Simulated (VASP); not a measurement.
Write the native input for VASP 6.6.1 that does the following.

```yaml
Task: single point
Functional: PBE
Potentials_or_basis: VASP PAW PBE potentials, release 64 (Al, Ga_d, As)
Cutoff: 520 eV
k_mesh: 6 × 6 × 6
Occupations: gaussian, width 0.1 eV
Spin: no spin polarisation
Dipole_correction: no
Further_INCAR_settings: ALGO = Normal; EDIFF = 1e-06; NBANDS = 26
```

The structure of Al2GaAs3 lies in POSCAR:

```
Al2GaAs3
1.0
   -2.0291832210      2.0291832210      8.5791275097
    2.0291832210     -2.0291832210      8.5791275097
    2.0291832210      2.0291832210     -8.5791275097
Al Ga As
2 1 3
Direct
    0.8332194201      0.8332194201      0.0000000000
    0.1667805799      0.1667805799      0.0000000000
    0.5000000000      0.5000000000      0.0000000000
    0.4160887804      0.9160887804      0.5000000000
    0.0839112196      0.5839112196      0.5000000000
    0.7500000000      0.2500000000      0.5000000000
```

One way to write it, as run:

INCAR

```
SYSTEM = Al2GaAs3
PREC     = Accurate       ! precision mode
ENCUT    = 520            ! plane-wave cutoff, eV
EDIFF    = 1E-6           ! SCF threshold, eV
ISMEAR   = 0              ! smearing method
SIGMA    = 0.1            ! smearing width, eV
LREAL    = .False.        ! projectors in reciprocal space
LASPH    = .True.         ! aspherical terms in the spheres
NELM     = 80             ! most SCF steps
ALGO     = Normal         ! electronic algorithm
ISIF     = 2              ! what is computed and relaxed
LWAVE    = .False.        ! write WAVECAR
LCHARG   = .False.        ! write CHGCAR
GGA      = PE             ! functional
NBANDS   = 26             ! bands
```

KPOINTS

```
regular mesh
0
Gamma
  6 6 6
  0 0 0
```

Potentials or basis: VASP PAW PBE potentials, release 64 (Al, Ga_d, As).

Run with:

```sh
$ cat potpaw_PBE.64/Al/POTCAR potpaw_PBE.64/Ga_d/POTCAR potpaw_PBE.64/As/POTCAR > POTCAR
$ mpirun -np 1 vasp_std > vasp.out
```

Results of the run:

```
Pressure               : 0.2 GPa
Band gap on the k mesh : 1.12 eV
```

It took 15 min on 1 thread of Intel Xeon 8259CL, with other jobs on the host, peak memory 0.73 GiB.
